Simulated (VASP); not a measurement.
Runs of VASP 6.6.1 on C. The structure is that of space group R-3m (No. 166), or close to it. The cells are those of the table. 

```tsv
task	level	cell	k mesh	cutoff (eV)	pressure (GPa)	relaxed volume (Å³/atom)
single point	PBE+D4	a = 2.460, b = 2.460, c = 3.638 Å, angles 109.7, 109.7, 60.0°, 2 atoms	10 × 10 × 8	520	0.4	-
single point	r2SCAN+rVV10	a = 2.455, b = 2.455, c = 3.643 Å, angles 109.6, 109.6, 60.0°, 2 atoms	10 × 10 × 8	520	0.7	-
single point	PBE+D3(BJ)	a = 2.465, b = 2.465, c = 3.674 Å, angles 109.4, 109.4, 60.0°, 2 atoms	10 × 10 × 6	520	0.4	-
relaxation of cell and atoms	PBE+D4	relaxed from a = 2.465, b = 2.465, c = 3.674 Å, angles 109.4, 109.4, 60.0°, 2 atoms	10 × 10 × 8	600	0.0	8.70
relaxation of cell and atoms	r2SCAN+rVV10	relaxed from a = 2.465, b = 2.465, c = 3.674 Å, angles 109.4, 109.4, 60.0°, 2 atoms	10 × 10 × 8	600	0.0	(b)
relaxation of cell and atoms	PBE+D3(BJ)	relaxed from a = 2.456, b = 2.456, c = 3.765 Å, angles 108.5, 108.5, 60.0°, 2 atoms	10 × 10 × 6	600	0.0	8.84
single point	PBE	a = 2.455, b = 2.455, c = 3.643 Å, angles 109.6, 109.6, 60.0°, 2 atoms	12 × 12 × 8	520	(a)	-
```

Alike in all rows: potentials or basis VASP PAW PBE potentials, release 64 (C); no spin polarisation; smearing fermi-dirac 0.02 eV.

Problem. Fill in the values left out.

Solution. (a) 5.2; (b) 8.65.

Caveats: the PAW data sets were made with another functional, which shifts forces and pressure a little (at least some runs); the cell stands under pressure (at least some runs); this functional lacks dispersion, which binds layers or chains, so the pressure and a relaxed spacing across them are unreliable (at least some runs).
